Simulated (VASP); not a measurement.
# C (P6_3/mmc) in VASP: further runs, part 2 of 3

VASP 6.6.1.

## Step 3: Single point, PBE

INCAR reads:

```
ALGO = Normal
EDIFF = 1E-6
ENCUT = 520
GGA = PE
ISIF = 2
ISMEAR = 1
LASPH = True
LCHARG = True
LELF = True
LREAL = False
LVHAR = True
LWAVE = False
NBANDS = 16
NELM = 80
PREC = Accurate
SIGMA = 1.0
```

KPOINTS reads:

```
k-points
0
Gamma
  15 15 4
```

POSCAR reads:

```
C
1.0
    2.4665665061      0.0000000000      0.0000000000
   -1.2332832531      2.1361092544      0.0000000000
    0.0000000000      0.0000000000      8.5267424969
C
4
Direct
    1.0000000000      1.0000000000      0.2500000000
    0.0000000000      0.0000000000      0.7500000000
    0.3333333333      0.6666666667      0.2500000000
    0.6666666667      0.3333333333      0.7500000000
```

Potentials or basis: VASP PAW PBE potentials, release 64 (C).

Run with:

```
$ cat potpaw_PBE.64/C/POTCAR > POTCAR
$ mpirun -np 1 vasp_std > vasp.out
```

OUTCAR:

```text
EDIFF = 1E-6
   ENCUT = 520
   GGA = PE
   ISIF = 2
   ISMEAR = 1
   LASPH = True
   LREAL = False
   NELM = 80
   PREC = Accurate

 ion  position               nearest neighbor table
   1  0.000  0.000  0.250-   3 1.42   3 1.42   3 1.42
   2  0.000  0.000  0.750-   4 1.42   4 1.42   4 1.42
   3  0.333  0.667  0.250-   1 1.42   1 1.42   1 1.42
   4  0.667  0.333  0.750-   2 1.42   2 1.42   2 1.42

  LATTYP: Found a hexagonal cell.
 ALAT       =     2.4665665061
 C/A-ratio  =     3.4569278695

  Lattice vectors:

 A1 = (   2.4665665061,   0.0000000000,   0.0000000000)
 A2 = (  -1.2332832531,   2.1361092544,   0.0000000000)
 A3 = (   0.0000000000,   0.0000000000,   8.5267424969)

Analysis of symmetry for initial positions (statically):
=====================================================================
 Subroutine PRICEL returns:
 Original cell was already a primitive cell.

 Routine SETGRP: Setting up the symmetry group for a
 hexagonal supercell.
[... 172 lines left out ...]

 E-fermi :   2.9277     XC(G=0):  -8.7214

 val. band max:        2.9272610233   @ k =   0.3333   0.3333   0.0000
 cond. band min:       3.7879060395   @ k =   0.3333   0.2667   0.0000
 fundamental gap:      0.8606450162
 Fermi energy:         2.9276982626

 k-point     1 :       0.0000    0.0000    0.0000
  band No.  band energies     occupation
      1     -16.7388      2.00000
      2     -16.7029      2.00000
      3      -5.0531      2.00000
      4      -4.5705      2.00000
      5      -0.2506      2.00007
      6      -0.2506      2.00007
[... 433 lines left out ...]
      3      -9.8881      2.00000
      4      -9.8807      2.00000
      5      -6.0514      2.00000
      6      -6.0420      2.00000
[... 8 lines left out ...]
     15      14.3033     -0.00000
     16      14.5599     -0.00000

 [... further k-points ...]

------------------------ aborting loop because EDIFF is reached ----------------------------------------

  FORCE on cell =-STRESS in cart. coord.  units (eV):
  Direction    XX          YY          ZZ          XY          YZ          ZX
  --------------------------------------------------------------------------------------
  -------------------------------------------------------------------------------------
  Total        0.1067182      0.1067182     -0.0021646     -0.0000000     -0.0000000      0.0000000
  in kB        3.8058337      3.8058337     -0.0771942     -0.0000000     -0.0000000      0.0000000
  external PRESSURE =       2.5114911 kB  Pullay stress =       0.0000000 kB

 VOLUME and BASIS-vectors are now :
 -----------------------------------------------------------------------------
  energy-cutoff  :      520.00
  volume of cell :       44.93
      direct lattice vectors                 reciprocal lattice vectors
     2.466566506  0.000000000  0.000000000     0.405421868  0.234070425  0.000000000
    -1.233283253  2.136109254  0.000000000     0.000000000  0.468140849  0.000000000
     0.000000000  0.000000000  8.526742497     0.000000000  0.000000000  0.117278081

 POSITION                                       TOTAL-FORCE (eV/Angst)
 -----------------------------------------------------------------------------------
      0.00000      0.00000      2.13169        -0.000000      0.000000      0.000000
      0.00000      0.00000      6.39506         0.000000     -0.000000      0.000000
     -0.00000      1.42407      2.13169        -0.000000      0.000000      0.000000
      1.23328      0.71204      6.39506         0.000000     -0.000000     -0.000000
 -----------------------------------------------------------------------------------
    total drift:                                0.000000     -0.000000      0.000000

  FREE ENERGIE OF THE ION-ELECTRON SYSTEM (eV)
  ---------------------------------------------------
  free  energy   TOTEN  =       -36.8920168656 eV

  energy  without entropy=      -36.9471513281  energy(sigma->0) =      -36.91039502
```

OSZICAR:

```text
N       E                     dE             d eps       ncg     rms          rms(c)
DAV:   1     0.460221149139E+02    0.46022E+02   -0.76412E+03  2600   0.895E+02
DAV:   2    -0.356833484236E+02   -0.81705E+02   -0.73583E+02  3584   0.192E+02
DAV:   3    -0.393447333118E+02   -0.36614E+01   -0.36338E+01  3480   0.393E+01
DAV:   4    -0.393849069342E+02   -0.40174E-01   -0.40154E-01  3272   0.495E+00
DAV:   5    -0.393856573061E+02   -0.75037E-03   -0.75027E-03  3464   0.645E-01    0.892E+00
DAV:   6    -0.375257645377E+02    0.18599E+01   -0.13605E+00  3016   0.690E+00    0.523E+00
DAV:   7    -0.368792265968E+02    0.64654E+00   -0.17346E+00  3208   0.785E+00    0.143E+00
DAV:   8    -0.368921792118E+02   -0.12953E-01   -0.65360E-02  3080   0.148E+00    0.199E-01
DAV:   9    -0.368916837328E+02    0.49548E-03   -0.11575E-03  3520   0.230E-01    0.109E-01
DAV:  10    -0.368920107356E+02   -0.32700E-03   -0.99367E-04  2904   0.192E-01    0.578E-02
DAV:  11    -0.368920142141E+02   -0.34784E-05   -0.18666E-05  3464   0.286E-02    0.101E-02
DAV:  12    -0.368920167247E+02   -0.25106E-05   -0.23442E-06  2968   0.136E-02    0.431E-03
DAV:  13    -0.368920168656E+02   -0.14095E-06   -0.32212E-07  2712   0.373E-03
   1 F= -.36892017E+02 E0= -.36910395E+02  d E =0.551345E-01
```

Run time: 70 s. Hardware: 1 thread of Intel Xeon 8259CL, shared host; peak memory 0.17 GiB.

What came out:

```yaml
Free_energy: -36.8920 eV
Pressure: 0.3 GPa
Band_gap_on_the_k_mesh: zero (filled and empty bands touch)
```

Stress tensor (GPa, compression positive):
```
 0.38  0.00  0.00
 0.00  0.38  0.00
 0.00  0.00 -0.01
```

Caveat: this functional lacks dispersion, which binds the layers, so the pressure and a relaxed spacing across them are unreliable.

## Step 4: Single point, PBE

INCAR reads:

```
SYSTEM = C
PREC = Accurate ; ENCUT = 520
EDIFF = 1E-7 ; ISMEAR = -1
SIGMA = 0.05 ; LREAL = .FALSE.
LASPH = .TRUE. ; NELM = 100
ALGO = Normal ; ISIF = 2
LWAVE = .FALSE. ; LCHARG = .FALSE.
GGA = PE ; NBANDS = 16
```

KPOINTS reads:

```
regular mesh
0
G
  8 8 3
  0 0 0
```

POSCAR reads:

```
C
1.0
    2.4665664888      0.0000000000      0.0000000000
   -1.2332832444      2.1361092394      0.0000000000
    0.0000000000      0.0000000000      8.5267357088
C
4
Direct
    1.0000000000      1.0000000000      0.2500000000
    0.0000000000      0.0000000000      0.7500000000
    0.3333333333      0.6666666667      0.2500000000
    0.6666666667      0.3333333333      0.7500000000
```

Run with:

```
$ cat potpaw_PBE.64/C/POTCAR > POTCAR
$ mpirun -np 1 vasp_std > vasp.out
```

Wall time 19 s (1 thread of Intel Xeon Platinum 8259CL at 2.50GHz (Skylake/Cascade Lake), shared host); peak memory 0.14 GiB.

The run converged. Its results:

| Item | Value |
| --- | --- |
| Free energy | -36.9060 eV |
| Pressure | 0.4 GPa |
| Band gap on the k mesh | 1.90 eV, indirect (the least direct gap lies 4.9 meV higher) |

Stress tensor (GPa, compression positive):
```
 0.55  0.00  0.00
 0.00  0.55  0.00
 0.00  0.00 -0.02
```

Levels at points of the mesh, in eV from the valence-band top:
```
           k point  band 6  band 7  band 8  band 9  band 10  band 11
(0.00, 0.00, 0.00)   -2.09   -2.09   -2.09    4.04     7.35     9.26
(0.50, 0.00, 0.00)   -5.46   -1.48   -1.33    2.54     2.75     8.29
```

Caveat: this functional lacks dispersion, which binds the layers, so the pressure and a relaxed spacing across them are unreliable.

## Step 5: Relaxation of cell and atoms, PBE

This run uses another cell than the first one, of 8.82 Å³/atom, 0.785 times its volume.

INCAR reads:

```
PREC = Accurate ; ENCUT = 600
EDIFF = 1E-7 ; ISMEAR = -1
SIGMA = 0.05 ; LREAL = F
LASPH = T ; NELM = 60
ALGO = Normal ; ISIF = 3
LWAVE = F ; LCHARG = F
GGA = PE ; IBRION = 2
NSW = 80 ; EDIFFG = -0.01
```

KPOINTS reads:

```
Automatic mesh
0
Gamma
  8 8 3
```

POSCAR reads:

```
C
1.0
    2.4640014744      0.0000000000      0.0000000000
   -1.2320007372      2.1338878718      0.0000000000
    0.0000000000      0.0000000000      6.7110000000
C
4
Direct
    0.0000000000      0.0000000000      0.2500000000
    0.0000000000      0.0000000000      0.7500000000
    0.3333333333      0.6666666667      0.2500000000
    0.6666666667      0.3333333333      0.7500000000
```

Potentials or basis: VASP PAW PBE potentials, release 64 (C).

Run with:

```
$ cat potpaw_PBE.64/C/POTCAR > POTCAR
$ mpirun -np 1 vasp_std > vasp.out
```

OUTCAR:

```text
PREC = Accurate
   ENCUT = 600
   EDIFF = 1E-7
   ISMEAR = -1
   LREAL = F
   LASPH = T
   NELM = 60
   ISIF = 3
   GGA = PE
   IBRION = 2
   NSW = 80
   EDIFFG = -0.01

 ion  position               nearest neighbor table
   1  0.000  0.000  0.250-   3 1.42   3 1.42   3 1.42
   2  0.000  0.000  0.750-   4 1.42   4 1.42   4 1.42
   3  0.333  0.667  0.250-   1 1.42   1 1.42   1 1.42
   4  0.667  0.333  0.750-   2 1.42   2 1.42   2 1.42

  LATTYP: Found a hexagonal cell.
 ALAT       =     2.4640014744
 C/A-ratio  =     2.7236185001

  Lattice vectors:

 A1 = (   2.4640014744,   0.0000000000,   0.0000000000)
 A2 = (  -1.2320007372,   2.1338878718,   0.0000000000)
 A3 = (   0.0000000000,   0.0000000000,   6.7110000000)

[... 887 lines left out ...]
 k-point    20 :       0.3750    0.2500    0.3333
  band No.  band energies     occupation
      1      -9.2590      2.00000
      2      -9.2308      2.00000
      3      -8.3650      2.00000
      4      -8.3526      2.00000
      5      -5.6556      2.00000
      6      -5.6284      2.00000
      7       2.9178      2.00000
      8       3.1444      2.00000
      9       5.0007      0.00000
     10       5.0303      0.00000
     11      14.6514      0.00000
     12      14.6929      0.00000

[... ionic steps 4 to 8 ...]

--------------------------------------- Ionic step        9  -------------------------------------------

 number of electron      15.9999999 magnetization

------------------------ aborting loop because EDIFF is reached ----------------------------------------
[... 71 lines left out ...]
--------------------------------------- Ionic step       11  -------------------------------------------

 number of electron      16.0000000 magnetization

 Free energy of the ion-electron system (eV)
  ---------------------------------------------------
  ext. energy  EPLUGINS =         0.00000000
  ---------------------------------------------------
  free energy    TOTEN  =       -36.90200832 eV

  energy without entropy =      -36.90200831  energy(sigma->0) =      -36.90200831

 E-fermi :   3.3688     XC(G=0):  -9.2421

 val. band max:        2.4696718519   @ k =   0.3750   0.2500   0.0000
 cond. band min:       4.3248416408   @ k =   0.3750   0.2500   0.3333
 fundamental gap:      1.8551697889
 Fermi energy:         3.3687974376
[... 329 lines left out ...]
  FREE ENERGIE OF THE ION-ELECTRON SYSTEM (eV)
  ---------------------------------------------------
  free  energy   TOTEN  =       -36.9020083156 eV

  energy  without entropy=      -36.9020083123  energy(sigma->0) =      -36.90200831

 reached required accuracy - stopping structural energy minimisation
```

CONTCAR:

```text
C
   1.00000000000000
     2.4673928949548487    0.0000000000000000   -0.0000000000000000
    -1.2336964474774244    2.1368249281554403   -0.0000000000000000
     0.0000000000000000    0.0000000000000000    7.8615598213710856
  C
     4
Direct
     0.0000000000000000    0.0000000000000000    0.2500000000000000
     0.0000000000000000    0.0000000000000000    0.7500000000000000
     0.3333333332999970    0.6666666667000030    0.2500000000000000
     0.6666666667000030    0.3333333332999970    0.7500000000000000

  0.00000000E+00  0.00000000E+00  0.00000000E+00
  0.00000000E+00  0.00000000E+00  0.00000000E+00
  0.00000000E+00  0.00000000E+00  0.00000000E+00
  0.00000000E+00  0.00000000E+00  0.00000000E+00
```

It took 2.9 min on 1 thread of Intel Xeon Platinum 8259CL at 2.50GHz (Skylake/Cascade Lake), shared host; peak memory 0.14 GiB.

Results:

```yaml
Free_energy: -36.9020 eV
Relaxed_volume: 10.36 Å³/atom
Relaxed_cell: a = 2.467 Å, b = 2.467 Å, c = 7.862 Å, α = 90.00°, β = 90.00°, γ = 120.00°
Space_group_after_relaxing_to_0.05_Å: P6_3/mmc (No. 194)
Energy_gained_by_relaxing: 11.3 meV/atom
Ionic_steps: 11
Pressure_after_relaxing: 0.0 GPa
Band_gap_on_the_k_mesh: 1.86 eV, indirect (least direct gap 1.86 eV)
```

Step by step:
| step | energy change (eV) | largest force (eV/Å) | pressure (GPa) | volume (Å³) |
| --- | --- | --- | --- | --- |
| 1 | 0.0000 | 0.0000 | 1.75 | 35.29 |
| 2 | -0.0043 | 0.0000 | -0.70 | 35.78 |
| 3 | -0.0046 | 0.0000 | -1.61 | 35.97 |
| 4 | -0.0064 | 0.0000 | -1.57 | 36.07 |
| 5 | -0.0112 | 0.0000 | -1.42 | 36.34 |
| 6 | -0.0196 | 0.0000 | -1.11 | 36.89 |
| 7 | -0.0318 | 0.0000 | -0.47 | 37.99 |
| 8 | -0.0433 | 0.0000 | 0.80 | 40.18 |
| 9 | -0.0442 | 0.0000 | 1.23 | 40.98 |
| 10 | -0.0424 | 0.0000 | -2.14 | 42.25 |
| 11 | -0.0451 | 0.0000 | -0.05 | 41.45 |

Final structure:
```
C
1.0
     2.46739    0.00000    0.00000
    -1.23370    2.13682    0.00000
     0.00000    0.00000    7.86156
C
4
Direct
  0.00000 0.00000 0.25000
  0.00000 0.00000 0.75000
  0.33333 0.66667 0.25000
  0.66667 0.33333 0.75000
```

Levels at points of the mesh, in eV from the valence-band top:
| k point | band 6 | band 7 | band 8 | band 9 | band 10 | band 11 |
| --- | --- | --- | --- | --- | --- | --- |
| (0.00, 0.00, 0.00) | -2.13 | -2.13 | -2.13 | 4.27 | 9.20 | 9.20 |
| (0.50, 0.00, 0.00) | -5.50 | -1.59 | -1.33 | 2.45 | 2.78 | 8.21 |

Caveat: the volume moved by over 15 % at a fixed basis, so the end points are rough; this functional lacks dispersion, which binds the layers, so the pressure and a relaxed spacing across them are unreliable; the volume moved by +17 % from the deposited cell, more than functionals usually miss.

(Continued in part 3 of 3.)
